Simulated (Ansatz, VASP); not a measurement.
# Two plane-wave programs on Hg2Se3

```
Hg Se
1.0
     5.13951    0.00000    0.00000
     0.00000    5.13951    0.00000
     0.00000    0.00000    5.13951
Hg Se
2 3
Direct
  0.50000 0.50000 0.50000
  0.00000 0.00000 0.00000
  0.50000 0.00000 0.00000
  0.00000 0.50000 0.00000
  0.00000 0.00000 0.50000
```

Alike in both runs: task relaxation of cell and atoms; functional PBE; k mesh 4 × 4 × 4; occupations gaussian, width 0.1 eV; no spin polarisation.

|  | VASP | Ansatz |
| --- | --- | --- |
| version | VASP 6.6.1 | Ansatz 0.2.0 |
| potentials or method | VASP PAW PBE potentials, release 64 (Hg, Se), cutoff 600 eV | scalar-relativistic, plane waves, PAW |
| valence electrons in the cell | 42 | 88 |

Ansatz gave:

* gap on the k mesh at the Fermi level, each at its own relaxed structure (eV): none
* relaxed volume (Å³/atom): 29.85
* relaxed cell length with the largest relative difference (Å): 5.305

Which values does VASP return?

gap on the k mesh at the Fermi level, each at its own relaxed structure (eV): none; relaxed volume (Å³/atom): 30.31; relaxed cell length with the largest relative difference (Å): 5.332.

A gap of «none» marks a metal or a gap that the smearing closes. VASP's potentials hold 42 valence electrons a cell and Ansatz's 88, so a difference there can come from the potentials and not from the codes.

Neither program's run includes spin-orbit coupling.
